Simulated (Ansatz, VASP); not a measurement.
## Ti3SiO8: VASP beside Ansatz

```
Ti O Si
1.0
     5.05115   -1.85663    0.00688
     5.05115    1.85663    0.00688
    -2.69847    0.00000    6.85069
Ti O Si
3 8 1
Direct
  0.98788 0.98788 0.99326
  0.25556 0.25556 0.37018
  0.00814 0.00814 0.50373
  0.46516 0.46516 0.47999
  0.21633 0.21633 0.09841
  0.04762 0.04762 0.26911
  0.79721 0.79721 0.40413
  0.43000 0.43000 0.96462
  0.21558 0.21558 0.62024
  0.05548 0.05548 0.78296
  0.77785 0.77785 0.88989
  0.24319 0.24319 0.87346
```

Alike in both runs: task single point; functional PBE; k mesh 8 × 8 × 4; occupations fermi-dirac, width 0.02 eV; no spin polarisation.

|  | VASP | Ansatz |
| --- | --- | --- |
| version | VASP 6.6.1 | Ansatz 0.2.0 |
| potentials or method | VASP PAW PBE potentials, release 64 (Ti_sv, O, Si) | plane waves, PAW |
| plane-wave cutoff (eV) | 520 | 420 |
| valence electrons in the cell | 88 | 88 |

```tsv
	VASP	Ansatz	Ansatz less VASP
gap on the k mesh at the Fermi level (eV)	2.09	2.11	+0.020
pressure (GPa)	6.1	5.5	-0.62
rms of the force components (eV/Å)	0.061	0.057	-0.0036
```
